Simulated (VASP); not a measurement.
Runs of VASP 6.6.1 on BiAu. The structure is that of space group Fm-3m (No. 225), or close to it. The cells are those of the table. 

```csv
level,cell,gap on the mesh (eV),pressure (GPa)
PBE,"a = 4.024 Å, angles 60.0°, 2 atoms",none,(b)
PBE,"a = 4.200 Å, angles 60.0°, 2 atoms",none,0.0
PBE,"a = 4.255 Å, angles 60.0°, 2 atoms",none,-2.6
r2SCAN,"a = 4.200 Å, angles 60.0°, 2 atoms",none,-2.2
PBE,"a = 4.296 Å, angles 60.0°, 2 atoms",none,(a)
PBE,"a = 4.143 Å, angles 60.0°, 2 atoms",none,3.3
PBE,"a = 4.136 Å, angles 60.0°, 2 atoms",none,3.7
```

Alike in all rows: task single point; potentials or basis VASP PAW PBE potentials, release 64 (Au, Bi_d); no spin polarisation; k mesh 10 × 10 × 10; cutoff (eV) 520; smearing gaussian 0.05 eV.

**Question.** Estimate the missing entries.

**Answer.** (a) -4.1; (b) 12.8.

Caveats: spin-orbit coupling is left out, which moves the levels of the heavy elements; the PAW data sets were made with another functional, which shifts forces and pressure a little (some runs).

A k mesh can miss the band edges, and the runs leave out spin-orbit coupling on Au, Bi.

A gap of «none» marks levels without a gap at the run's occupations.
